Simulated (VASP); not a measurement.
Input of a VASP 6.6.1 run:

POSCAR

```
Y
1.0
    3.2665525458      0.0000000000      0.0000000000
    0.0000000000      3.2665525458      0.0000000000
    0.0000000000      0.0000000000      3.2665525458
Y
1
Direct
    0.0000000000      0.0000000000      0.0000000000
```

The input INCAR.step1:

```
SYSTEM = Y
PREC = Accurate
ENCUT = 550
ISMEAR = -1
SIGMA = 0.1
LREAL = .False.
LASPH = .True.
NELM = 120
NBANDS = 12
GGA = PE
ALGO = Normal
EDIFF = 1E-5
LWAVE = .True.
LCHARG = .False.
GGA_COMPAT = .False.
```

The input INCAR.step2:

```
SYSTEM = Y
PREC = Accurate
ENCUT = 550
EDIFF = 1E-6
ISMEAR = -1
SIGMA = 0.1
LREAL = .False.
LASPH = .True.
NELM = 120
ALGO = Normal
ISIF = 2
LWAVE = .False.
LCHARG = .True.
METAGGA = R2SCAN
LMIXTAU = .True.
LELF = .True.
LVHAR = .True.
NBANDS = 12
ISTART = 1
GGA_COMPAT = .False.
```

File KPOINTS:

```
regular mesh
0
Gamma
  11 11 11
  0 0 0
```

Potentials or basis: VASP PAW PBE potentials, release 64 (Y_sv).

The run is started by

```sh
$ cat potpaw_PBE.64/Y_sv/POTCAR > POTCAR
$ cp INCAR.step1 INCAR
$ mpirun -np 1 vasp_std > vasp.out
$ cp INCAR.step2 INCAR
$ mpirun -np 1 vasp_std > vasp.out
```

Q: Estimate the pressure.

A: 0.0 GPa.

Q: Predict the band gap on the k mesh.

A: Zero (an odd number of electrons rules out a gap without spin polarisation).

Caveat: the PAW data sets were made with another functional, which shifts forces and pressure a little.
